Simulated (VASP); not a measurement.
The system is BeS.

```
CELL_PARAMETERS angstrom
0.00000 2.31730 2.31730
2.31730 0.00000 2.31730
2.31730 2.31730 0.00000
ATOMIC_POSITIONS crystal
Be 0.00000 0.00000 0.00000
S 0.50000 0.50000 0.50000
```

Program: VASP 6.6.1. Alike in all runs: task single point; potentials or basis VASP PAW PBE potentials, release 64 (Be, S); no spin polarisation; cell as given; cutoff (eV) 520; smearing gaussian 0.01 eV.

Task: Order these runs on this cell by their pressure, lowest first.
A. level r2SCAN; k mesh 6 × 6 × 6
B. level r2SCAN+D3(BJ); k mesh 6 × 6 × 6
C. level HSE06+D3(BJ); k mesh 4 × 4 × 4; grid for exact exchange (PRECFOCK) Normal; screening parameter 0.2079 1/Å

Result: C (-5.3 GPa), B (-2.1 GPa), A (0.1 GPa).

Caveats: some runs use coarse meshes; the PAW data sets were made with another functional, which shifts forces and pressure a little.
